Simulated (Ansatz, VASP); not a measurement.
**One calculation of CdS, two programs**

File INCAR:

```
PREC = Accurate ; ENCUT = 540
EDIFF = 1E-6 ; ISMEAR = 0
SIGMA = 0.01 ; LREAL = False
LASPH = True ; NELM = 120
ALGO = Normal ; ISIF = 2
LWAVE = False ; LCHARG = False
GGA = PE ; NBANDS = 20
GGA_COMPAT = False
```

Contents of KPOINTS:

```
Automatic mesh
0
Gamma
  6 6 6
```

The input POSCAR:

```
CdS
1.0
    0.0000000000      2.9027203981      2.9027203981
    2.9027203981      0.0000000000      2.9027203981
    2.9027203981      2.9027203981      0.0000000000
Cd S
1 1
Direct
    0.0000000000      0.0000000000      0.0000000000
    0.2500000000      0.2500000000      0.2500000000
```

Input for Ansatz:

```yaml
crystal:
  lattice:
    - [0.0, 2.9027203981, 2.9027203981]
    - [2.9027203981, 0.0, 2.9027203981]
    - [2.9027203981, 2.9027203981, 0.0]
  atoms:
    - { symbol: Cd, position: [0.0, 0.0, 0.0] }
    - { symbol: S, position: [0.25, 0.25, 0.25] }
kpoints:
  mp_grid: { grid: [6, 6, 6] }
hamiltonian:
  xc: pbe
scf:
  occupations: { method: fixed }
  n_extra_bands: 4
output:
  forces: true
  stress: true
  eigenvalues: true
```

Alike in both runs: task single point; functional PBE; k mesh 6 × 6 × 6; no spin polarisation.

|  | VASP | Ansatz |
| --- | --- | --- |
| version | VASP 6.6.1 | Ansatz 0.2.0 |
| potentials or method | VASP PAW PBE potentials, release 64 (Cd_sv_GW, S) | plane waves, PAW |
| plane-wave cutoff (eV) | 540 | 420 |
| occupations | gaussian, width 0.01 eV | fixed |
| valence electrons in the cell | 26 | 26 |

VASP gave:

```
gap on the k mesh at the Fermi level (eV) : 1.17
pressure (GPa)                            : 2.8
```

What did Ansatz give for the same quantities?

gap on the k mesh at the Fermi level (eV): 1.17; pressure (GPa): 3.8.
